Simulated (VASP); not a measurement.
A run of VASP 6.6.1:

Contents of INCAR:

```
SYSTEM = Tl3ICl2
  ALGO = Normal
  EDIFF = 1E-6
  ENCUT = 500
  GGA = PE
  GGA_COMPAT = .FALSE.
  ISIF = 2
  ISMEAR = 0
  LASPH = .TRUE.
  LCHARG = .FALSE.
  LREAL = .FALSE.
  LWAVE = .FALSE.
  NBANDS = 39
  NELM = 120
  PREC = Accurate
  SIGMA = 0.15
```

File KPOINTS:

```
k-points
0
G
  3 3 1
  0 0 0
```

File POSCAR:

```
Tl3ICl2
1.0
    4.5661177224      0.0000000000      0.0000000000
    0.0000000000      4.5661177224      0.0000000000
    0.0000000000      0.0000000000     11.5667990680
Tl I Cl
3 1 2
Direct
    0.0000000000      0.0000000000      0.6172122522
    0.0000000000      0.0000000000      0.3030546101
    0.5000000000      0.5000000000      0.8908489120
    0.5000000000      0.5000000000      0.2056166913
    0.0000000000      0.0000000000     -0.1299760280
    0.5000000000      0.5000000000      0.6132435724
```

Potentials or basis: VASP PAW PBE potentials, release 64 (Tl_d, I, Cl).

The run is started by

```console
$ cat potpaw_PBE.64/Tl_d/POTCAR potpaw_PBE.64/I/POTCAR potpaw_PBE.64/Cl/POTCAR > POTCAR
$ mpirun -np 1 vasp_std > vasp.out
```

Hardware: 1 thread of Intel Xeon 8259CL, on a shared host.

**Question.** Estimate the wall time of this run.

**Answer.** Wall time 84 s on 1 thread of Intel Xeon 8259CL (shared host), peak memory 0.32 GiB. Counts: scf iterations 16, k points 3.
